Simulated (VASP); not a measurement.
Crystal: Pd.

```
Pd
1.0
     0.00000    1.95939    1.95939
     1.95939    0.00000    1.95939
     1.95939    1.95939    0.00000
Pd
1
Direct
  0.00000 0.00000 0.00000
```

Base run:

| Item | Value |
| --- | --- |
| Program | VASP 6.6.1 |
| Functional | r2SCAN |
| Dispersion | rVV10 |
| Potentials or basis | VASP PAW PBE potentials, release 64 (Pd) |
| Cutoff | 520 eV |
| k mesh | 12 × 12 × 12 |
| Occupations | fermi-dirac, width 0.05 eV |
| Spin | no spin polarisation |

Its results: band gap on the k mesh zero (band 5 reaches 9.56 eV, above the bottom of band 6 at 7.93 eV); pressure -3.2 GPa.

**Question.** The run is repeated on the same cell with these changes: dispersion from rVV10 to D4. What comes out?

**Answer.** Band gap on the k mesh zero (band 5 reaches 9.57 eV, above the bottom of band 6 at 7.94 eV); pressure -2.6 GPa.

Caveats: the PAW data sets were made with another functional, which shifts forces and pressure a little; pairwise dispersion overbinds metals, which lowers pressure and volume (some runs).
